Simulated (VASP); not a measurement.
Write the native input for VASP 6.6.1 that does the following.

```yaml
Task: single point
Functional: r2SCAN
Potentials_or_basis: VASP PAW PBE potentials, release 64 (Mg, S)
Cutoff: 520 eV
k_mesh: 8 × 8 × 8
Occupations: gaussian, width 0.01 eV
Spin: no spin polarisation
Dipole_correction: no
Further_INCAR_settings: ALGO = Normal; EDIFF = 1e-06; NBANDS = 11
```

Crystal: MgS.

```
Mg S
1.0
     0.00000    2.60152    2.71781
     2.60152    0.00000    2.71781
     2.60152    2.60152    0.00000
Mg S
1 1
Direct
  0.00000 0.00000 0.00000
  0.50000 0.50000 0.50000
```

This cell differs from its parent crystal: uniaxial z strain +4.5%.

One way to write it, as run:

POSCAR

```
MgS
1.0
    0.0000000000      2.6015179370      2.7178057888
    2.6015179370      0.0000000000      2.7178057888
    2.6015179370      2.6015179370      0.0000000000
Mg S
1 1
Direct
    0.0000000000      0.0000000000      0.0000000000
    0.5000000000      0.5000000000      0.5000000000
```

INCAR.step1

```
PREC = Accurate
ENCUT = 520
ISMEAR = 0
SIGMA = 0.01
LREAL = False
LASPH = True
NELM = 80
NBANDS = 11
GGA = PE
ALGO = Normal
EDIFF = 1E-4
LWAVE = True
LCHARG = False
```

INCAR.step2

```
PREC = Accurate
ENCUT = 520
EDIFF = 1E-6
ISMEAR = 0
SIGMA = 0.01
LREAL = False
LASPH = True
NELM = 80
ALGO = Normal
ISIF = 2
LWAVE = False
LCHARG = True
METAGGA = R2SCAN
LMIXTAU = True
LELF = True
LVHAR = True
NBANDS = 11
ISTART = 1
```

KPOINTS

```
regular mesh
0
Gamma
  8 8 8
```

Potentials or basis: VASP PAW PBE potentials, release 64 (Mg, S).

Launch:

```console
$ cat potpaw_PBE.64/Mg/POTCAR potpaw_PBE.64/S/POTCAR > POTCAR
$ cp INCAR.step1 INCAR
$ mpirun -np 1 vasp_std > vasp.out
$ cp INCAR.step2 INCAR
$ mpirun -np 1 vasp_std > vasp.out
```

It gave:

The pressure is -3.3 GPa and the band gap on the k mesh is 3.17 eV (least direct gap 4.14 eV).

Caveat: the cell differs from its parent crystal (uniaxial z strain +4.5%); the cell stands under tension; the PAW data sets were made with another functional, which shifts forces and pressure a little.

It took 67 s on 1 thread of Intel(R) Xeon(R) Platinum 8488C (Sapphire Rapids), on a shared host, peak memory 0.17 GiB.
